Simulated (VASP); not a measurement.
# ZnO in VASP: a series of runs

ZnO is run at these levels: r2SCAN; tasks: single point.

Everything below comes from runs of VASP 6.6.1. Logs are shortened: lines on timing, memory, paths and dates and some standing lists are left out, and cuts for length are marked.

## (1) The cell of the first run

Symmetry: P6_3mc, No. 186, hexagonal system. The conventional cell has a = 3.231 Å, b = 3.231 Å, c = 5.216 Å, α = 90.00°, β = 90.00°, γ = 120.00°. Within 2.7 Å of Zn (site symmetry 3m) lie 5 O at 1.87 to 2.67 Å. Within 2.7 Å of O (site symmetry 3m) lie 5 Zn at 1.87 to 2.67 Å.

## (2) Single point, r2SCAN (atoms displaced along a vibrational mode)

The input, POSCAR:

```
ZnO
1.0
    3.2309097002      0.0000000000      0.0000000000
   -1.6154548501      2.7980498777      0.0000000000
    0.0000000000      0.0000000000      5.2156080707
Zn O
2 2
Direct
    0.3333333333      0.6666666667     -0.0529470019
    0.6666666667      0.3333333333      0.4470529981
    0.3333333333      0.6666666667      0.4349470019
    0.6666666667      0.3333333333      0.9349470019
```

The input, INCAR.step1:

```
SYSTEM = ZnO
PREC = Accurate
ENCUT = 520
ISMEAR = 0
SIGMA = 0.01
LREAL = .False.
LASPH = .True.
NELM = 80
NBANDS = 26
GGA = PE
ALGO = Normal
EDIFF = 1E-4
LWAVE = .True.
LCHARG = .False.
```

The input, INCAR.step2:

```
SYSTEM = ZnO
PREC = Accurate
ENCUT = 520
EDIFF = 1E-6
ISMEAR = 0
SIGMA = 0.01
LREAL = .False.
LASPH = .True.
NELM = 80
ALGO = Normal
ISIF = 2
LWAVE = .False.
LCHARG = .False.
METAGGA = R2SCAN
LMIXTAU = .True.
NBANDS = 26
ISTART = 1
```

The input, KPOINTS:

```
regular mesh
0
Gamma
  9 9 6
  0 0 0
```

Potentials or basis: VASP PAW PBE potentials, release 64 (Zn, O).

Launch:

```console
$ cat potpaw_PBE.64/Zn/POTCAR potpaw_PBE.64/O/POTCAR > POTCAR
$ cp INCAR.step1 INCAR
$ mpirun -np 1 vasp_std > vasp.out
$ cp INCAR.step2 INCAR
$ mpirun -np 1 vasp_std > vasp.out
```

OUTCAR:

```text
SYSTEM = ZnO
   PREC = Accurate
   ENCUT = 520
   EDIFF = 1E-6
   ISMEAR = 0
   LREAL = .False.
   LASPH = .True.
   NELM = 80
   ISIF = 2
   METAGGA = R2SCAN
   ISTART = 1

 ion  position               nearest neighbor table
   1  0.333  0.667  0.947-   4 1.87   4 1.87   4 1.87
   2  0.667  0.333  0.447-   3 1.87   3 1.87   3 1.87
   3  0.333  0.667  0.435-   2 1.87   2 1.87   2 1.87
   4  0.667  0.333  0.935-   1 1.87   1 1.87   1 1.87

  LATTYP: Found a hexagonal cell.
 ALAT       =     3.2309097002
 C/A-ratio  =     1.6142846921

  Lattice vectors:

 A1 = (   3.2309097002,   0.0000000000,   0.0000000000)
 A2 = (  -1.6154548501,   2.7980498777,   0.0000000000)
 A3 = (   0.0000000000,   0.0000000000,   5.2156080707)

Analysis of symmetry for initial positions (statically):
=====================================================================
 Subroutine PRICEL returns:
 Original cell was already a primitive cell.

 Routine SETGRP: Setting up the symmetry group for a
 hexagonal supercell.

 Subroutine GETGRP returns: Found 12 space group operations
 (whereof  6 operations were pure point group operations)
 out of a pool of 24 trial point group operations.

The static configuration has the point symmetry C_3v.
 The point group associated with its full space group is C_6v.

Analysis of symmetry for dynamics (positions and initial velocities):
=====================================================================
 Subroutine PRICEL returns:
 Original cell was already a primitive cell.

 Routine SETGRP: Setting up the symmetry group for a
 hexagonal supercell.

 Subroutine GETGRP returns: Found 12 space group operations
 (whereof  6 operations were pure point group operations)
 out of a pool of 24 trial point group operations.

The dynamic configuration has the point symmetry C_3v.
 The point group associated with its full space group is C_6v.

 Subroutine INISYM returns: Found 12 space group operations
 (whereof  6 operations are pure point group operations),
 and found     1 'primitive' translations

----------------------------------------------------------------------------------------

                                     Primitive cell

  volume of cell :      47.1504

  direct lattice vectors                    reciprocal lattice vectors
     3.230909700  0.000000000  0.000000000     0.309510352  0.178695885  0.000000000
    -1.615454850  2.798049878  0.000000000     0.000000000  0.357391771  0.000000000
     0.000000000  0.000000000  5.215608071     0.000000000  0.000000000  0.191732198

  length of vectors
     3.230909700  3.230909700  5.215608071     0.357391771  0.357391771  0.191732198

  position of ions in fractional coordinates (direct lattice)
     0.333333333  0.666666667  0.947052998
     0.666666667  0.333333333  0.447052998
     0.333333333  0.666666667  0.434947002
     0.666666667  0.333333333  0.934947002

  ion indices of the primitive-cell ions
   primitive index   ion index
                 1           1
                 2           2
                 3           3
                 4           4

----------------------------------------------------------------------------------------

 KPOINTS: regular mesh

Automatic generation of k-mesh.
 Grid dimensions read from file:
 generate k-points for:    9    9    6

 Generating k-lattice:

  Cartesian coordinates                     Fractional coordinates (reciprocal lattice)
     0.034390039  0.019855098  0.000000000     0.111111111  0.000000000  0.000000000
     0.000000000  0.039710197  0.000000000     0.000000000  0.111111111  0.000000000
     0.000000000  0.000000000  0.031955366     0.000000000  0.000000000  0.166666667

  Length of vectors
     0.039710197  0.039710197  0.031955366

  Shift w.r.t. Gamma in fractional coordinates (k-lattice)
     0.000000000  0.000000000  0.000000000

 Subroutine IBZKPT returns following result:
 ===========================================

 Found     48 irreducible k-points:

 Following reciprocal coordinates:
            Coordinates               Weight
  0.000000  0.000000  0.000000      1.000000
  0.111111  0.000000  0.000000      6.000000
  0.222222 -0.000000  0.000000      6.000000
  0.333333 -0.000000  0.000000      6.000000
  0.444444 -0.000000  0.000000      6.000000
  0.111111  0.111111  0.000000      6.000000
[... 16 lines left out ...]
  0.333333  0.222222  0.166667     24.000000
  0.333333  0.333333  0.166667      4.000000
 [... further k-points ...]
   k-points           NKPTS =     48   k-points in BZ     NKDIM =     48   number of bands    NBANDS=     26
   number of dos      NEDOS =    301   number of ions     NIONS =      4
   total plane-waves  NPLWV =  23040
   dimension x,y,z NGX =    24 NGY =   24 NGZ =   40
   dimension x,y,z NGXF=    48 NGYF=   48 NGZF=   80
   ions per type =               2   2
   NGX,Y,Z   is equivalent  to a cutoff of  12.35, 12.35, 12.75 a.u.
   NGXF,Y,Z  is equivalent  to a cutoff of  24.70, 24.70, 25.50 a.u.
 SYSTEM =  ZnO
   PREC   = accura    normal or accurate (medium, high low for compatibility)
   ISTART =      1    job   : 0-new  1-cont  2-samecut
   ICHARG =      0    charge: 1-file 2-atom 10-const
   ISPIN  =      1    spin polarized calculation?
   LNONCOLLINEAR =      F non collinear calculations
   LSORBIT =      F    spin-orbit coupling
   LASPH  =      T    aspherical Exc in radial PAW
   ENCUT  =  520.0 eV  38.22 Ry    6.18 a.u.   6.01  6.01  9.70*2*pi/ulx,y,z
   NELM   =     80;   NELMIN=  2; NELMDL=  0     # of ELM steps
   EDIFF  = 0.1E-05   stopping-criterion for ELM
   LREAL  =      F    real-space projection
   EDIFFG = 0.1E-04   stopping-criterion for IOM
   NSW    =      0    number of steps for IOM
   IBRION =     -1    ionic relax: 0-MD 1-quasi-New 2-CG
   NFREE  =      0    steps in history (QN), initial steepest desc. (CG)
   ISIF   =      2    stress and relaxation
   ISYM   =      2    0-nonsym 1-usesym 2-fastsym
   POTIM  = 0.5000    time-step for ionic-motion
   TEBEG  =    0.0;   TEEND  =   0.0 temperature during run
   PSTRESS=    0.0 pullay stress
   NELECT =      36.0000    total number of electrons
   NUPDOWN=      -1.0000    fix difference up-down
   EMIN   =  10.00;   EMAX   =-10.00  energy-range for DOS
   EFERMI =   0.00;   METHOD = LEGACY
   ISMEAR =     0;   SIGMA  =   0.01  broadening in eV -4-tet -1-fermi 0-gaus
   EFERMI_NEDOS =   21; number of points for ismear=-14 and -15
   IALGO  =     38    algorithm
   IMIX   =      4    mixing-type and parameters
     AMIX     =   0.40;   BMIX     =  1.00
     AMIX_MAG =   1.60;   BMIX_MAG =  1.00
  volume/ion in A,a.u.               =      11.79        79.55
  Fermi-wavevector in a.u.,A,eV,Ry     =   1.496284  2.827566 30.461604  2.238865
  Thomas-Fermi vector in A             =   2.608320
   LORBIT       =      0    0 simple, 1 ext, 2 COOP (PROOUT), +10 PAW based schemes
   METAGGA = R2SCAN    functional components
   LHFCALC =     F    Hartree Fock is set to
   AEXX    =    0.0000 exact exchange contribution
   IVDW    =     0    specifies the selected vdW correction
   LEPSILON=     F    determine dielectric tensor
   LRPA    =     F    only Hartree local field effects (RPA)
 non-spin polarized calculation
 Gauss-broadening in eV      SIGMA  =   0.01
  energy-cutoff  :      520.00
  volume of cell :       47.15
 maximum number of plane-waves:      1290
   NGX = 13   NGY = 13   NGZ = 19

 number of electron      36.0000035 magnetization

 Free energy of the ion-electron system (eV)
  ---------------------------------------------------
  ext. energy  EPLUGINS =         0.00000000
  ---------------------------------------------------
  free energy    TOTEN  =       -35.74094776 eV

  energy without entropy =      -35.74094776  energy(sigma->0) =      -35.74094776

 E-fermi :   1.2981     XC(G=0): -11.6939

 val. band max:        1.1602406029   @ k =   0.0000   0.0000   0.0000
 cond. band min:       2.4763923354   @ k =   0.0000   0.0000   0.0000
 fundamental gap:      1.3161517325
 Fermi energy:         1.2980725233

 k-point     1 :       0.0000    0.0000    0.0000
  band No.  band energies     occupation
      1     -18.3663      2.00000
      2     -17.7334      2.00000
      3      -5.4982      2.00000
      4      -5.4981      2.00000
      5      -5.4527      2.00000
      6      -5.4526      2.00000
[... 18 lines left out ...]
     25      15.8787      0.00000
     26      16.9771      0.00000

 k-point     2 :       0.1111    0.0000    0.0000
  band No.  band energies     occupation
      1     -18.2952      2.00000
      2     -17.6933      2.00000
      3      -5.5299      2.00000
      4      -5.4791      2.00000
      5      -5.4166      2.00000
      6      -5.3492      2.00000
[... 18 lines left out ...]
     25      15.9802      0.00000
     26      16.3122      0.00000

 k-point     3 :       0.2222   -0.0000    0.0000
  band No.  band energies     occupation
      1     -18.1061      2.00000
      2     -17.5955      2.00000
      3      -5.6135      2.00000
      4      -5.4602      2.00000
      5      -5.1754      2.00000
      6      -5.0720      2.00000
[... 18 lines left out ...]
     25      15.4926      0.00000
     26      17.5084      0.00000

 k-point     4 :       0.3333   -0.0000    0.0000
  band No.  band energies     occupation
      1     -17.8680      2.00000
      2     -17.4977      2.00000
      3      -5.6305      2.00000
      4      -5.3226      2.00000
      5      -4.8320      2.00000
      6      -4.7011      2.00000
[... 18 lines left out ...]
     25      16.1203      0.00000
     26      17.4071      0.00000

 k-point     5 :       0.4444   -0.0000    0.0000
  band No.  band energies     occupation
      1     -17.6842      2.00000
      2     -17.4567      2.00000
      3      -5.5625      2.00000
      4      -5.1238      2.00000
      5      -4.5720      2.00000
      6      -4.5460      2.00000
[... 18 lines left out ...]
     25      16.4914      0.00000
     26      17.0333      0.00000

 k-point     6 :       0.1111    0.1111    0.0000
  band No.  band energies     occupation
      1     -18.1649      2.00000
      2     -17.6244      2.00000
      3      -5.5602      2.00000
      4      -5.5137      2.00000
      5      -5.2387      2.00000
      6      -5.1649      2.00000
[... 427 lines left out ...]
 k-point    21 :       0.4444    0.1111    0.1667
  band No.  band energies     occupation
      1     -17.6160      2.00000
      2     -17.4631      2.00000
      3      -5.4341      2.00000
      4      -5.1057      2.00000
      5      -4.5766      2.00000
      6      -4.5692      2.00000
[... 18 lines left out ...]
     25      14.7000      0.00000
     26      16.2428      0.00000

 k-point    22 :       0.2222    0.2222    0.1667
  band No.  band energies     occupation
      1     -17.7335      2.00000
      2     -17.4825      2.00000
      3      -5.4171      2.00000
      4      -5.3096      2.00000
      5      -4.6529      2.00000
      6      -4.6420      2.00000
[... 18 lines left out ...]
     25      13.5119      0.00000
     26      17.0147      0.00000

 k-point    23 :       0.3333    0.2222    0.1667
  band No.  band energies     occupation
      1     -17.5842      2.00000
      2     -17.4599      2.00000
      3      -5.1927      2.00000
      4      -5.0585      2.00000
      5      -4.6022      2.00000
      6      -4.5225      2.00000
[... 18 lines left out ...]
     25      14.0227      0.00000
     26      16.2861      0.00000

 k-point    24 :       0.3333    0.3333    0.1667
  band No.  band energies     occupation
      1     -17.4928      2.00000
      2     -17.4928      2.00000
      3      -4.9475      2.00000
      4      -4.9475      2.00000
      5      -4.5543      2.00000
      6      -4.5543      2.00000
[... 18 lines left out ...]
     25      14.6971      0.00000
     26      16.6576      0.00000

 [... further k-points ...]
[... 5 lines left out ...]
  --------------------------------------------------------------------------------------
  -------------------------------------------------------------------------------------
  Total        4.7101848      4.7101848     -1.2293361      0.0000000      0.0000000      0.0000000
  in kB      160.0528129    160.0528129    -41.7730328      0.0000000      0.0000000      0.0000000
  external PRESSURE =      92.7775310 kB  Pullay stress =       0.0000000 kB

 VOLUME and BASIS-vectors are now :
 -----------------------------------------------------------------------------
  energy-cutoff  :      520.00
  volume of cell :       47.15
      direct lattice vectors                 reciprocal lattice vectors
     3.230909700  0.000000000  0.000000000     0.309510352  0.178695885  0.000000000
    -1.615454850  2.798049878  0.000000000     0.000000000  0.357391771  0.000000000
     0.000000000  0.000000000  5.215608071     0.000000000  0.000000000  0.191732198

 POSITION                                       TOTAL-FORCE (eV/Angst)
 -----------------------------------------------------------------------------------
     -0.00000      1.86537      4.93946        -0.000000      0.000000      0.169719
      1.61545      0.93268      2.33165         0.000000     -0.000000      0.169719
     -0.00000      1.86537      2.26851        -0.000000     -0.000000     -0.169719
      1.61545      0.93268      4.87632        -0.000000     -0.000000     -0.169719
 -----------------------------------------------------------------------------------
    total drift:                               -0.000000      0.000000      0.006408

  FREE ENERGIE OF THE ION-ELECTRON SYSTEM (eV)
  ---------------------------------------------------
  free  energy   TOTEN  =       -35.7409477611 eV

  energy  without entropy=      -35.7409477611  energy(sigma->0) =      -35.74094776
```

Wall time 94 s (1 thread of Intel Xeon 6975P-C (Granite Rapids), shared host); peak memory 0.2 GiB.

What came out:

```
Free energy            : -35.7409 eV
Pressure               : 9.3 GPa
Largest force          : 0.170 eV/Å
Band gap on the k mesh : 1.32 eV
```

Forces on the atoms (eV/Å):
```
Zn   0.000  0.000  0.170
Zn   0.000  0.000  0.170
O    0.000  0.000 -0.170
O    0.000  0.000 -0.170
```

Stress tensor (GPa, compression positive):
```
16.01  0.00  0.00
 0.00 16.01  0.00
 0.00  0.00 -4.18
```

Levels at points of the mesh, in eV from the valence-band top:
| k point | band 14 | band 15 | band 16 | band 17 | band 18 | band 19 | band 20 | band 21 | band 22 | band 23 |
| --- | --- | --- | --- | --- | --- | --- | --- | --- | --- | --- |
| (0.00, 0.00, 0.00) | -1.41 | -0.32 | -0.32 | 0.00 | 0.00 | 1.32 | 5.38 | 8.42 | 13.44 | 13.44 |
| (0.00, 0.00, 0.50) | -2.93 | -0.15 | -0.15 | -0.15 | -0.15 | 3.72 | 3.72 | 10.38 | 10.38 | 13.70 |

Caveat: the cell differs from its parent crystal (atoms displaced along a vibrational mode); the cell stands under pressure; the PAW data sets were made with another functional, which shifts forces and pressure a little; an odd mesh through Γ misses points on the zone boundary, where band edges can lie.

## (3) Single point, r2SCAN

The input, POSCAR:

```
ZnO
1.0
    3.2309097002      0.0000000000      0.0000000000
   -1.6154548501      2.7980498777      0.0000000000
    0.0000000000      0.0000000000      5.2156080707
Zn O
2 2
Direct
    0.3333333333      0.6666666667     -0.0590000000
    0.6666666667      0.3333333333      0.4410000000
    0.3333333333      0.6666666667      0.4410000000
    0.6666666667      0.3333333333      0.9410000000
```

The input, INCAR.step1:

```
SYSTEM = ZnO
PREC = Accurate
ENCUT = 520
ISMEAR = 0
SIGMA = 0.01
LREAL = .FALSE.
LASPH = .TRUE.
NELM = 80
NBANDS = 26
GGA = PE
ALGO = Normal
EDIFF = 1E-4
LWAVE = .TRUE.
LCHARG = .FALSE.
```

The input, INCAR.step2:

```
SYSTEM = ZnO
PREC = Accurate
ENCUT = 520
EDIFF = 1E-6
ISMEAR = 0
SIGMA = 0.01
LREAL = .FALSE.
LASPH = .TRUE.
NELM = 80
ALGO = Normal
ISIF = 2
LWAVE = .FALSE.
LCHARG = .FALSE.
METAGGA = R2SCAN
LMIXTAU = .TRUE.
NBANDS = 26
ISTART = 1
```

The input, KPOINTS:

```
Automatic mesh
0
G
  9 9 6
  0 0 0
```

Potentials or basis: VASP PAW PBE potentials, release 64 (Zn, O).

Launch:

```console
$ cat potpaw_PBE.64/Zn/POTCAR potpaw_PBE.64/O/POTCAR > POTCAR
$ cp INCAR.step1 INCAR
$ mpirun -np 1 vasp_std > vasp.out
$ cp INCAR.step2 INCAR
$ mpirun -np 1 vasp_std > vasp.out
```

Wall time 94 s (1 thread of Intel Xeon 6975P-C (Granite Rapids), shared host); peak memory 0.2 GiB.

The run converged. Its results:

| Item | Value |
| --- | --- |
| Free energy | -35.7303 eV |
| Pressure | 9.4 GPa |
| Band gap on the k mesh | 1.32 eV |

Stress tensor (GPa, compression positive):
```
16.20  0.00  0.00
 0.00 16.20  0.00
 0.00  0.00 -4.10
```

Levels at points of the mesh, in eV from the valence-band top:
```csv
k point,band 15,band 16,band 17,band 18,band 19,band 20,band 21,band 22
"(0.00, 0.00, 0.00)",-0.32,-0.32,0.00,0.00,1.32,5.37,8.42,13.44
"(0.00, 0.00, 0.50)",-0.15,-0.15,-0.15,-0.15,3.72,3.72,10.38,10.38
```

Caveat: the cell stands under pressure; the PAW data sets were made with another functional, which shifts forces and pressure a little; an odd mesh through Γ misses points on the zone boundary, where band edges can lie.
